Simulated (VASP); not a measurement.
ZrC:

```
Zr C
1.0
     3.43611    0.00000    0.00000
    -1.71805    2.97576    0.00000
     0.00000    0.00000    5.35967
Zr C
2 2
Direct
  0.66667 0.33333 0.75000
  0.33333 0.66667 0.25000
  0.00000 0.00000 0.50000
  0.00000 0.00000 0.00000
```

Base run:

- Program: VASP 6.6.1
- Functional: PBE
- Potentials or basis: VASP PAW PBE potentials, release 64 (Zr_sv, C)
- Cutoff: 520 eV
- k mesh: 9 × 9 × 5
- Occupations: fermi-dirac, width 0.05 eV
- Spin: no spin polarisation

Its results: band gap on the k mesh zero (band 16 reaches 10.25 eV, above the bottom of band 17 at 9.28 eV); pressure -9.6 GPa.

Task: The run is repeated on the same cell with these changes: functional from PBE to LDA; potentials or basis from VASP PAW PBE potentials, release 64 (Zr_sv, C) to VASP PAW LDA potentials, release 64 (Zr_sv, C). What comes out?

Result: Band gap on the k mesh zero (band 16 reaches 10.03 eV, above the bottom of band 17 at 9.09 eV); pressure -18.3 GPa.
